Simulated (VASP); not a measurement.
# GaAs: single point with LDA

**Measured values to compare with.**

From “Evidence of valence band perturbations in GaAsN/GaAs(001): A combined variable-angle spectroscopic ellipsometry and modulated photoreflectance investigation”, 2008, arxiv:0805.2212, for a bulk crystal of GaAs at 300 K: band gap 1.412 ± 0.01 eV (direct).

The system is GaAs.

```xyz
2
Lattice="0.0000 2.8331 2.8331 2.8331 0.0000 2.8331 2.8331 2.8331 0.0000" Properties=species:S:1:pos:R:3 pbc="T T T"
Ga    0.0000    0.0000    0.0000
As    1.4165    1.4165    1.4165
```

| Quantity | Value |
| --- | --- |
| Program | VASP 6.6.1 |
| Task | single point |
| Functional | LDA |
| Potentials or basis | VASP PAW LDA potentials, release 64 (Ga_d, As) |
| Cutoff | 520 eV |
| k mesh | 8 × 8 × 8 |
| Occupations | gaussian, width 0.01 eV |
| Spin | no spin polarisation |

```yaml
Pressure: -2.1 GPa
Band_gap_on_the_k_mesh: 0.28 eV, direct
```

Levels at points of the mesh, in eV from the valence-band top:
```csv
k point,band 5,band 6,band 7,band 8,band 9,band 10,band 11,band 12,band 13,band 14
"(0.00, 0.00, 0.00)",-14.84,-12.72,0.00,0.00,0.00,0.28,3.67,3.67,3.67,7.32
"(0.50, 0.00, 0.00)",-14.84,-10.97,-6.66,-1.14,-1.14,0.84,4.58,4.58,7.56,10.15
"(0.50, 0.50, 0.00)",-14.83,-10.24,-6.84,-2.67,-2.67,1.35,1.55,9.99,9.99,10.73
```

Run time: 13 s on 1 thread of Intel(R) Xeon(R) 6975P-C (Granite Rapids), on a shared host, peak memory 0.15 GiB.

Against the measured gap of GaAs, 1.412 eV (direct; 300 K; “Evidence of valence band perturbations in GaAsN/GaAs(001): A combined variable-angle spectroscopic ellipsometry and modulated photoreflectance investigation”, 2008, arxiv:0805.2212), the calculated 0.28 eV is off by -1.13 eV. So large a miss can be the level of theory's own, or it may mean another phase, state or a wrong row. 3 values of this kind are on record (1.412 to 1.51 eV); this one was drawn at random among those near their median, those with a stated uncertainty first. Spin-orbit coupling on As, Ga is left out. The value is that of LDA, without temperature or zero-point motion. Semilocal functionals fall short of measured gaps as a rule.
